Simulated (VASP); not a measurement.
Wanted: the native input for a VASP 6.6.1 run.

| Quantity | Value |
| --- | --- |
| Task | single point |
| Functional | PBE |
| Potentials or basis | VASP PAW PBE potentials, release 64 (Al, N) |
| Cutoff | 520 eV |
| k mesh | 12 × 12 × 6 |
| Occupations | gaussian, width 0.05 eV |
| Spin | no spin polarisation |
| Dipole correction | no |
| Further INCAR settings | ALGO = Normal; EDIFF = 1e-07; NBANDS = 16 |

The structure of AlN lies in POSCAR:

```
AlN
1.0
    3.1110021516      0.0000000000      0.0000000000
   -1.5555010758      2.6942068945      0.0000000000
    0.0000000000      0.0000000000      4.9780000000
Al N
2 2
Direct
    0.3333333333      0.6666666667      0.0000000000
    0.6666666667      0.3333333333      0.5000000000
    0.2219833102      0.4439666204      0.3850000000
    0.6666666667      0.3333333333      0.8850000000
```

This cell differs from its parent crystal: atom 3 (N) moved by (+0.000, -0.600) A along x and y.

The input as run:

INCAR

```
PREC = Accurate
ENCUT = 520
EDIFF = 1E-7
ISMEAR = 0
SIGMA = 0.05
LREAL = F
LASPH = T
NELM = 100
ALGO = Normal
ISIF = 2
LWAVE = F
LCHARG = T
GGA = PE
LELF = T
LVHAR = T
NBANDS = 16
```

KPOINTS

```
Automatic mesh
0
Gamma
  12 12 6
```

Potentials or basis: VASP PAW PBE potentials, release 64 (Al, N).

Command:

```bash
$ cat potpaw_PBE.64/Al/POTCAR potpaw_PBE.64/N/POTCAR > POTCAR
$ mpirun -np 1 vasp_std > vasp.out
```

It gave:

```json
{
  "Pressure": "15.7 GPa",
  "Largest force": "4.413 eV/Å",
  "Band gap on the k mesh": "2.83 eV"
}
```

Caveat: the cell differs from its parent crystal (atom 3 (N) moved by (+0.000, -0.600) A along x and y); the stress differs along the axes, from -4 to 44 GPa; forces of over 1 eV/Å act on the atoms, so gaps and moduli don't describe the material at rest.

Wall time 56 s on 1 thread of AMD EPYC 9R45 96-Core Processor (Zen 5) (shared host), peak memory 0.23 GiB.
